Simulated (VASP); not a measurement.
# Pt (Pm-3m) in VASP: a series of runs

Runs on Pt. Level: BLYP. Tasks: single point, relaxation of cell and atoms.

All numbers are computed with VASP 6.6.1; they aren't measurements. Logs are shortened: lines on timing, memory, paths and dates and some standing lists are left out, and cuts for length are marked.

### 1 The cell of the first run

The structure is cubic, space group Pm-3m (No. 221). The conventional cell has a = 2.748 Å, b = 2.748 Å, c = 2.748 Å, α = 90.00°, β = 90.00°, γ = 90.00°. Within 3.6 Å of Pt (site symmetry m-3m) lie 6 Pt at 2.75 Å.

### 2 Single point, BLYP (volume scaled by 1.08)

Input file INCAR:

```
PREC     = Accurate       # precision mode
ENCUT    = 520            # plane-wave cutoff, eV
EDIFF    = 1E-7           # SCF threshold, eV
ISMEAR   = -1             # smearing method
SIGMA    = 0.1            # smearing width, eV
LREAL    = F              # projectors in reciprocal space
LASPH    = T              # aspherical terms in the spheres
NELM     = 100            # most SCF steps
ALGO     = Normal         # electronic algorithm
ISIF     = 2              # what is computed and relaxed
LWAVE    = F              # write WAVECAR
LCHARG   = F              # write CHGCAR
GGA      = B5             # functional
ALDAX    = 1.0          
AGGAX    = 1.0          
AGGAC    = 1.0          
ALDAC    = 0.0          
NBANDS   = 11             # bands
```

Input file KPOINTS:

```
Automatic mesh
0
Gamma
  13 13 13
```

Input file POSCAR:

```
Pt
1.0
    2.7476386771      0.0000000000      0.0000000000
    0.0000000000      2.7476386771      0.0000000000
    0.0000000000      0.0000000000      2.7476386771
Pt
1
Direct
    0.0000000000      0.0000000000      0.0000000000
```

Potentials or basis: VASP PAW PBE potentials, release 64 (Pt).

Launch:

```bash
$ cat potpaw_PBE.64/Pt/POTCAR > POTCAR
$ mpirun -np 1 vasp_std > vasp.out
```

OUTCAR:

```text
PREC = Accurate
   ENCUT = 520
   EDIFF = 1E-7
   ISMEAR = -1
   LREAL = F
   LASPH = T
   NELM = 100
   ISIF = 2
   GGA = B5

 ion  position               nearest neighbor table
   1  0.000  0.000  0.000-

  LATTYP: Found a simple cubic cell.
 ALAT       =     2.7476386771

  Lattice vectors:

 A1 = (   2.7476386771,   0.0000000000,   0.0000000000)
 A2 = (   0.0000000000,   2.7476386771,   0.0000000000)
 A3 = (   0.0000000000,   0.0000000000,   2.7476386771)

Analysis of symmetry for initial positions (statically):
=====================================================================
 Subroutine PRICEL returns:
 Original cell was already a primitive cell.

 Routine SETGRP: Setting up the symmetry group for a
 simple cubic supercell.

 Subroutine GETGRP returns: Found 48 space group operations
 (whereof 48 operations were pure point group operations)
 out of a pool of 48 trial point group operations.

The static configuration has the point symmetry O_h .

Analysis of symmetry for dynamics (positions and initial velocities):
=====================================================================
 Subroutine PRICEL returns:
 Original cell was already a primitive cell.

 Routine SETGRP: Setting up the symmetry group for a
 simple cubic supercell.

 Subroutine GETGRP returns: Found 48 space group operations
 (whereof 48 operations were pure point group operations)
 out of a pool of 48 trial point group operations.

The dynamic configuration has the point symmetry O_h .

 Subroutine INISYM returns: Found 48 space group operations
 (whereof 48 operations are pure point group operations),
 and found     1 'primitive' translations

----------------------------------------------------------------------------------------

                                     Primitive cell

  volume of cell :      20.7433

  direct lattice vectors                    reciprocal lattice vectors
     2.747638677  0.000000000  0.000000000     0.363948873  0.000000000  0.000000000
     0.000000000  2.747638677  0.000000000     0.000000000  0.363948873  0.000000000
     0.000000000  0.000000000  2.747638677     0.000000000  0.000000000  0.363948873

  length of vectors
     2.747638677  2.747638677  2.747638677     0.363948873  0.363948873  0.363948873

  position of ions in fractional coordinates (direct lattice)
     0.000000000  0.000000000  0.000000000

  ion indices of the primitive-cell ions
   primitive index   ion index
                 1           1

----------------------------------------------------------------------------------------

 KPOINTS: Automatic mesh

Automatic generation of k-mesh.
 Grid dimensions read from file:
 generate k-points for:   13   13   13

 Generating k-lattice:

  Cartesian coordinates                     Fractional coordinates (reciprocal lattice)
     0.027996067  0.000000000  0.000000000     0.076923077  0.000000000  0.000000000
     0.000000000  0.027996067  0.000000000     0.000000000  0.076923077  0.000000000
     0.000000000  0.000000000  0.027996067     0.000000000  0.000000000  0.076923077

  Length of vectors
     0.027996067  0.027996067  0.027996067

  Shift w.r.t. Gamma in fractional coordinates (k-lattice)
     0.000000000  0.000000000  0.000000000

 Subroutine IBZKPT returns following result:
 ===========================================

 Found     84 irreducible k-points:

 Following reciprocal coordinates:
            Coordinates               Weight
  0.000000  0.000000  0.000000      1.000000
  0.076923  0.000000  0.000000      6.000000
  0.153846  0.000000  0.000000      6.000000
  0.230769  0.000000  0.000000      6.000000
  0.307692  0.000000  0.000000      6.000000
  0.384615  0.000000  0.000000      6.000000
[... 16 lines left out ...]
  0.307692  0.307692  0.000000     12.000000
  0.384615  0.307692  0.000000     24.000000
 [... further k-points ...]
   k-points           NKPTS =     84   k-points in BZ     NKDIM =     84   number of bands    NBANDS=     11
   number of dos      NEDOS =    301   number of ions     NIONS =      1
   total plane-waves  NPLWV =   8000
   dimension x,y,z NGX =    20 NGY =   20 NGZ =   20
   dimension x,y,z NGXF=    40 NGYF=   40 NGZF=   40
   ions per type =               1
   NGX,Y,Z   is equivalent  to a cutoff of  12.10, 12.10, 12.10 a.u.
   NGXF,Y,Z  is equivalent  to a cutoff of  24.20, 24.20, 24.20 a.u.
 SYSTEM =  unknown system
   PREC   = accura    normal or accurate (medium, high low for compatibility)
   ISTART =      0    job   : 0-new  1-cont  2-samecut
   ICHARG =      2    charge: 1-file 2-atom 10-const
   ISPIN  =      1    spin polarized calculation?
   LNONCOLLINEAR =      F non collinear calculations
   LSORBIT =      F    spin-orbit coupling
   LASPH  =      T    aspherical Exc in radial PAW
   ENCUT  =  520.0 eV  38.22 Ry    6.18 a.u.   5.11  5.11  5.11*2*pi/ulx,y,z
   NELM   =    100;   NELMIN=  2; NELMDL= -5     # of ELM steps
   EDIFF  = 0.1E-06   stopping-criterion for ELM
[... 51 lines left out ...]
 cond. band min:       6.7593551973   @ k =   0.2308   0.0769   0.0769
 fundamental gap:      0.0098113523
 Fermi energy:         6.7586960290

 k-point     1 :       0.0000    0.0000    0.0000
  band No.  band energies     occupation
      1      -0.3732      2.00000
      2       2.1334      2.00000
      3       2.1335      2.00000
      4       6.9072      0.36947
      5       6.9072      0.36940
      6       6.9072      0.36940
      7      21.1525      0.00000
      8      21.1525      0.00000
      9      21.1525      0.00000
     10      26.6426      0.00000
     11      28.9899      0.00000

 k-point     2 :       0.0769    0.0000    0.0000
  band No.  band energies     occupation
      1      -0.2267      2.00000
      2       2.1579      2.00000
      3       2.2553      2.00000
      4       6.7932      0.82905
      5       6.7932      0.82894
      6       6.9163      0.34269
      7      20.1159      0.00000
      8      21.4030      0.00000
      9      21.4030      0.00000
     10      27.2226      0.00000
     11      28.3139      0.00000

 k-point     3 :       0.1538    0.0000    0.0000
  band No.  band energies     occupation
      1       0.1720      2.00000
      2       2.2264      2.00000
      3       2.6394      2.00000
      4       6.4919      1.87021
      5       6.4919      1.87018
      6       6.9416      0.27680
      7      18.0977      0.00000
      8      22.1021      0.00000
      9      22.1021      0.00000
     10      26.9967      0.00000
     11      27.6157      0.00000

 k-point     4 :       0.2308    0.0000    0.0000
  band No.  band energies     occupation
      1       0.7062      2.00000
      2       2.3251      2.00000
      3       3.3343      2.00000
      4       6.0982      1.99730
      5       6.0982      1.99730
      6       6.9774      0.20189
      7      15.9521      0.00000
      8      23.1190      0.00000
      9      23.1190      0.00000
     10      25.6755      0.00000
     11      27.5360      0.00000

 k-point     5 :       0.3077    0.0000    0.0000
  band No.  band energies     occupation
      1       1.2273      2.00000
      2       2.4326      2.00000
      3       4.3672      2.00000
      4       5.7129      1.99994
      5       5.7129      1.99994
      6       7.0157      0.14216
      7      13.8989      0.00000
      8      24.2876      0.00000
      9      24.2876      0.00000
     10      24.5733      0.00000
     11      27.0740      0.00000
[... 211 lines left out ...]
 k-point    21 :       0.3846    0.2308    0.0000
  band No.  band energies     occupation
      1       2.3402      2.00000
      2       3.3988      2.00000
      3       4.2529      2.00000
      4       5.5374      1.99999
      5       6.3091      1.97794
      6       6.9796      0.19783
      7      13.0713      0.00000
      8      19.6286      0.00000
      9      23.8306      0.00000
     10      26.4406      0.00000
     11      27.7919      0.00000

 k-point    22 :       0.4615    0.2308    0.0000
  band No.  band energies     occupation
      1       2.4899      2.00000
      2       3.3849      2.00000
      3       4.1855      2.00000
      4       5.3823      2.00000
      5       6.3341      1.97177
      6       8.7000      0.00000
      7      11.0701      0.00000
      8      20.7134      0.00000
      9      22.6647      0.00000
     10      25.6049      0.00000
     11      28.9237      0.00000

 k-point    23 :       0.3077    0.3077    0.0000
  band No.  band energies     occupation
      1       2.3320      2.00000
      2       3.2509      2.00000
      3       5.0630      2.00000
      4       5.8391      1.99980
      5       5.9481      1.99940
      6       6.0256      1.99869
      7      15.2203      0.00000
      8      17.2250      0.00000
      9      23.9557      0.00000
     10      27.5841      0.00000
     11      27.7679      0.00000

 k-point    24 :       0.3846    0.3077    0.0000
  band No.  band energies     occupation
      1       2.5254      2.00000
      2       3.0046      2.00000
      3       5.4226      2.00000
      4       5.6044      1.99998
      5       5.9513      1.99938
      6       7.4140      0.00285
      7      13.5176      0.00000
      8      17.7217      0.00000
      9      22.6350      0.00000
     10      26.8492      0.00000
     11      28.9752      0.00000

 [... further k-points ...]
[... 5 lines left out ...]
  --------------------------------------------------------------------------------------
  -------------------------------------------------------------------------------------
  Total       -1.1393587     -1.1393587     -1.1393587      0.0000000      0.0000000     -0.0000000
  in kB      -88.0019257    -88.0019257    -88.0019257      0.0000000      0.0000000     -0.0000000
  external PRESSURE =     -88.0019257 kB  Pullay stress =       0.0000000 kB

 VOLUME and BASIS-vectors are now :
 -----------------------------------------------------------------------------
  energy-cutoff  :      520.00
  volume of cell :       20.74
      direct lattice vectors                 reciprocal lattice vectors
     2.747638677  0.000000000  0.000000000     0.363948873  0.000000000  0.000000000
     0.000000000  2.747638677  0.000000000     0.000000000  0.363948873  0.000000000
     0.000000000  0.000000000  2.747638677     0.000000000  0.000000000  0.363948873

 POSITION                                       TOTAL-FORCE (eV/Angst)
 -----------------------------------------------------------------------------------
      0.00000      0.00000      0.00000         0.000000      0.000000      0.000000
 -----------------------------------------------------------------------------------
    total drift:                                0.000000      0.000000      0.000000

  FREE ENERGIE OF THE ION-ELECTRON SYSTEM (eV)
  ---------------------------------------------------
  free  energy   TOTEN  =        -4.7730709390 eV

  energy  without entropy=       -4.7232925058  energy(sigma->0) =       -4.74818172
```

Run time: 13 s. Hardware: 1 thread of Intel Xeon Platinum 8259CL at 2.50GHz (Skylake/Cascade Lake), shared host; peak memory 0.13 GiB.

Results:

- Free energy: -4.7731 eV
- Pressure: -8.8 GPa
- Band gap on the k mesh: zero (band 5 reaches 8.12 eV, above the bottom of band 6 at 5.89 eV)

Caveat: the cell differs from its parent crystal (volume scaled by 1.08); the PAW data sets were made with another functional, which shifts forces and pressure a little; spin-orbit coupling is left out, which moves the levels of the heavy elements.

### 3 Single point, BLYP (volume scaled by 1.12)

Input file INCAR:

```
AGGAC = 1.0
AGGAX = 1.0
ALDAC = 0.0
ALDAX = 1.0
ALGO = Normal
EDIFF = 1E-7
ENCUT = 520
GGA = B5
ISIF = 2
ISMEAR = -1
LASPH = T
LCHARG = F
LREAL = F
LWAVE = F
NBANDS = 11
NELM = 60
PREC = Accurate
SIGMA = 0.1
```

Input file KPOINTS:

```
k-points
0
Gamma
  13 13 13
```

Input file POSCAR:

```
Pt
1.0
    2.7811497685      0.0000000000      0.0000000000
    0.0000000000      2.7811497685      0.0000000000
    0.0000000000      0.0000000000      2.7811497685
Pt
1
Direct
    0.0000000000      0.0000000000      0.0000000000
```

Potentials or basis: VASP PAW PBE potentials, release 64 (Pt).

Launch:

```bash
$ cat potpaw_PBE.64/Pt/POTCAR > POTCAR
$ mpirun -np 1 vasp_std > vasp.out
```

Run time: 14 s. Hardware: 1 thread of Intel Xeon Platinum 8259CL at 2.50GHz (Skylake/Cascade Lake), shared host; peak memory 0.15 GiB.

Results (log left out):

| Quantity | Value |
| --- | --- |
| Free energy | -4.7232 eV |
| Pressure | -12.0 GPa |
| Band gap on the k mesh | zero (band 5 reaches 7.54 eV, above the bottom of band 6 at 5.44 eV) |

Levels at points of the mesh, in eV from the Fermi level:
```
           k point  band 3  band 4  band 5  band 6  band 7  band 8
(0.00, 0.00, 0.00)   -4.38    0.13    0.13    0.13   14.19   14.19
```

Caveat: the cell differs from its parent crystal (volume scaled by 1.12); the PAW data sets were made with another functional, which shifts forces and pressure a little; spin-orbit coupling is left out, which moves the levels of the heavy elements.

### 4 Single point, BLYP

This run uses another cell than the first one, of 19.21 Å³/atom, 0.926 times its volume.

Input file INCAR:

```
PREC     = Accurate       # precision mode
ENCUT    = 520            # plane-wave cutoff, eV
EDIFF    = 1E-7           # SCF threshold, eV
ISMEAR   = -1             # smearing method
SIGMA    = 0.1            # smearing width, eV
LREAL    = False          # projectors in reciprocal space
LASPH    = True           # aspherical terms in the spheres
NELM     = 80             # most SCF steps
ALGO     = Normal         # electronic algorithm
ISIF     = 2              # what is computed and relaxed
LWAVE    = False          # write WAVECAR
LCHARG   = False          # write CHGCAR
GGA      = B5             # functional
ALDAX    = 1.0          
AGGAX    = 1.0          
AGGAC    = 1.0          
ALDAC    = 0.0          
NBANDS   = 11             # bands
```

Input file KPOINTS:

```
Automatic mesh
0
Gamma
  19 19 19
```

Input file POSCAR:

```
Pt
1.0
    2.6780480767      0.0000000000      0.0000000000
    0.0000000000      2.6780480767      0.0000000000
    0.0000000000      0.0000000000      2.6780480767
Pt
1
Direct
    0.0000000000      0.0000000000      0.0000000000
```

Launch:

```bash
$ cat potpaw_PBE.64/Pt/POTCAR > POTCAR
$ mpirun -np 1 vasp_std > vasp.out
```

Wall time 25 s (1 thread of Intel Xeon Platinum 8259CL at 2.50GHz (Skylake/Cascade Lake), shared host); peak memory 0.16 GiB.

Results (log left out):

```yaml
Free_energy: -4.8076 eV
Pressure: 0.9 GPa
Band_gap_on_the_k_mesh: zero (band 5 reaches 9.55 eV, above the bottom of band 6 at 6.81 eV)
```

Levels at points of the mesh, in eV from the Fermi level:
| k point | band 2 | band 3 | band 4 | band 5 | band 6 | band 7 | band 8 | band 9 |
| --- | --- | --- | --- | --- | --- | --- | --- | --- |
| (0.00, 0.00, 0.00) | -5.16 | -5.16 | 0.22 | 0.22 | 0.22 | 14.86 | 14.86 | 14.86 |

Caveat: the PAW data sets were made with another functional, which shifts forces and pressure a little; spin-orbit coupling is left out, which moves the levels of the heavy elements.

### 5 Relaxation of cell and atoms, BLYP

This run uses another cell than the first one, of 16.30 Å³/atom, 0.786 times its volume.

Input file INCAR:

```
PREC = Accurate
ENCUT = 600
EDIFF = 1E-6
ISMEAR = -1
SIGMA = 0.1
LREAL = False
LASPH = True
NELM = 80
ALGO = Normal
ISIF = 3
LWAVE = False
LCHARG = False
GGA = B5
ALDAX = 1.0
AGGAX = 1.0
AGGAC = 1.0
ALDAC = 0.0
IBRION = 2
NSW = 80
EDIFFG = -0.01
```

Input file KPOINTS:

```
regular mesh
0
Gamma
  12 12 12
```

Input file POSCAR:

```
Pt
1.0
    2.5356188197      0.0000000000      0.0000000000
    0.0000000000      2.5356188197      0.0000000000
    0.0000000000      0.0000000000      2.5356188197
Pt
1
Direct
    0.0000000000      0.0000000000      0.0000000000
```

Launch:

```bash
$ cat potpaw_PBE.64/Pt/POTCAR > POTCAR
$ mpirun -np 1 vasp_std > vasp.out
```

It took 44 s on 1 thread of Intel Xeon Platinum 8259CL at 2.50GHz (Skylake/Cascade Lake), shared host; peak memory 0.14 GiB.

The run converged. Its results:

```
Free energy                            : -4.8117 eV
Relaxed volume                         : 19.30 Å³/atom
Relaxed cell                           : a = 2.682 Å, b = 2.682 Å, c = 2.682 Å, α = 90.00°, β = 90.00°, γ = 90.00°
Space group after relaxing (to 0.05 Å) : Pm-3m (No. 221)
Energy gained by relaxing              : 315.1 meV/atom
Ionic steps                            : 5
Pressure after relaxing                : 0.0 GPa
Band gap on the k mesh                 : zero (band 5 reaches 9.56 eV, above the bottom of band 6 at 6.87 eV)
```

Step by step:
```csv
step,energy change (eV),largest force (eV/Å),pressure (GPa),volume (Å³)
1,0.0000,0.0000,40.28,16.30
2,0.4957,0.0000,-19.60,28.01
3,-0.3100,0.0000,-3.39,19.77
4,-0.3147,0.0000,-0.99,19.43
5,-0.3151,0.0000,-0.01,19.30
```

Final structure:
```
CELL_PARAMETERS angstrom
2.68246 0.00000 0.00000
0.00000 2.68246 0.00000
0.00000 0.00000 2.68246
ATOMIC_POSITIONS crystal
Pt 0.00000 0.00000 0.00000
```

Levels at points of the mesh, in eV from the Fermi level:
```tsv
k point	band 3	band 4	band 5	band 6	band 7	band 8
(0.00, 0.00, 0.00)	-5.07	0.26	0.26	0.26	14.88	14.88
(0.50, 0.00, 0.00)	-1.64	-1.64	0.08	0.44	4.06	16.71
(0.50, 0.50, 0.00)	-1.30	-1.30	1.72	4.63	4.63	8.67
(0.50, 0.50, 0.50)	-4.27	1.84	1.84	9.66	9.66	9.66
```

Caveat: the volume moved by over 15 % at a fixed basis, so the end points are rough; the PAW data sets were made with another functional, which shifts forces and pressure a little; spin-orbit coupling is left out, which moves the levels of the heavy elements.

### 6 Summary

| task | cell | k mesh | cutoff (eV) | gap on the mesh (eV) | pressure (GPa) |
| --- | --- | --- | --- | --- | --- |
| single point | a = 2.748 Å, 1 atom | 13 × 13 × 13 | 520 | none | -8.8 |
| single point | a = 2.781 Å, 1 atom | 13 × 13 × 13 | 520 | none | -12.0 |
| single point | a = 2.678 Å, 1 atom | 19 × 19 × 19 | 520 | none | 0.9 |
| relaxation of cell and atoms | relaxed from a = 2.536 Å, 1 atom | 12 × 12 × 12 | 600 | none | 0.0 |

Alike in all rows: level BLYP; potentials or basis VASP PAW PBE potentials, release 64 (Pt); no spin polarisation; smearing fermi-dirac 0.1 eV.

Caveats: the PAW data sets were made with another functional, which shifts forces and pressure a little; spin-orbit coupling is left out, which moves the levels of the heavy elements; the volume moved by over 15 % at a fixed basis, so the end points are rough (some runs).

Total energies depend on the potentials used, so only differences within one code and one set of settings carry meaning.
